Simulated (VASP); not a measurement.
Input of a VASP 6.6.1 run:

File INCAR:

```
SYSTEM = Zr6BeAl2
ALGO     = Normal         ! electronic algorithm
EDIFF    = 1E-7           ! SCF threshold, eV
ENCUT    = 520            ! plane-wave cutoff, eV
GGA      = PE             ! functional
ISIF     = 2              ! what is computed and relaxed
ISMEAR   = -1             ! smearing method
ISYM     = 0            
LASPH    = .True.         ! aspherical terms in the spheres
LCHARG   = .True.         ! write CHGCAR
LELF     = .True.         ! ELF
LREAL    = .False.        ! projectors in reciprocal space
LVHAR    = .True.       
LWAVE    = .False.        ! write WAVECAR
NBANDS   = 50             ! bands
NELM     = 80             ! most SCF steps
PREC     = Accurate       ! precision mode
SIGMA    = 0.0124         ! smearing width, eV
```

File KPOINTS:

```
Automatic mesh
0
Gamma
  3 3 5
  0.5 0.5 0.5
```

Contents of POSCAR:

```
Zr6BeAl2
1.0
    7.8125420000      0.0000000000      0.0000000000
   -3.9062710000      6.7658620000      0.0000000000
    0.0000000000      0.0000000000      3.3144150000
Zr Al Be
6 2 1
Direct
    0.2531000000      0.0000000000      0.5000000000
    0.7469000000      0.7469000000      0.5000000000
    0.0000000000      0.2531000000      0.5000000000
    0.6035000000      0.0000000000      0.0000000000
    0.3965000000      0.3965000000      0.0000000000
    0.0000000000      0.6035000000      0.0000000000
    0.3333000000      0.6667000000      0.5000000000
    0.6667000000      0.3333000000      0.5000000000
    0.0000000000      0.0000000000      0.0000000000
```

Potentials or basis: VASP PAW PBE potentials, release 64 (Zr_sv, Al, Be).

The run is started by

```sh
$ cat potpaw_PBE.64/Zr_sv/POTCAR potpaw_PBE.64/Al/POTCAR potpaw_PBE.64/Be/POTCAR > POTCAR
$ mpirun -np 1 vasp_std > vasp.out
```

Question: Predict the pressure.

Answer: 4.7 GPa.

Question: Estimate the band gap on the k mesh.

Answer: Zero (bands 40 and 41 overlap by 0.81 eV).

Question: What does it give for the largest force?

Answer: 0.089 eV/Å.

Forces in eV/Å, atoms in the order of the input:
```
Zr   0.087  0.001  0.000
Zr  -0.044 -0.077  0.000
Zr  -0.043  0.076  0.000
Zr   0.044 -0.001  0.000
Zr  -0.021 -0.037  0.000
Zr  -0.023  0.038  0.000
Al   0.003 -0.002  0.000
Al  -0.003  0.002  0.000
Be   0.000  0.000  0.000
```

Caveat: the k points lie up to 0.38 Å⁻¹ apart, too coarse for converged energies and pressures of a metal.
